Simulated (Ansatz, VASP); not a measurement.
**Two plane-wave programs on SiO**

```xyz
2
Lattice="0.0000 2.4336 2.4336 2.4336 0.0000 2.4336 2.4336 2.4336 0.0000" Properties=species:S:1:pos:R:3 pbc="T T T"
Si    3.6505    3.6505    3.6505
O     0.0000    0.0000    0.0000
```

Alike in both runs: task single point; functional PBE-based screened hybrid with a share of 0.25 of exact exchange and HFSCREEN = 0.4; k mesh 5 × 5 × 5; occupations fermi-dirac, width 0.05 eV; no spin polarisation.

|  | VASP | Ansatz |
| --- | --- | --- |
| version | VASP 6.6.1 | Ansatz 0.2.0 |
| potentials or method | VASP PAW PBE potentials, release 64 (Si, O) | Ansatz PAW |
| plane-wave cutoff (eV) | 520 | 420 |
| valence electrons in the cell | 10 | 10 |

```csv
,VASP,Ansatz,Ansatz less VASP
pressure (GPa),-1.3,-1.4,-0.08
```

VASP's potentials were made for PBE, not for PBE-based screened hybrid. The functional is the same, so the differences come from potentials, cutoffs and numerics.

The k mesh is coarse, so the values compare programs but aren't converged.
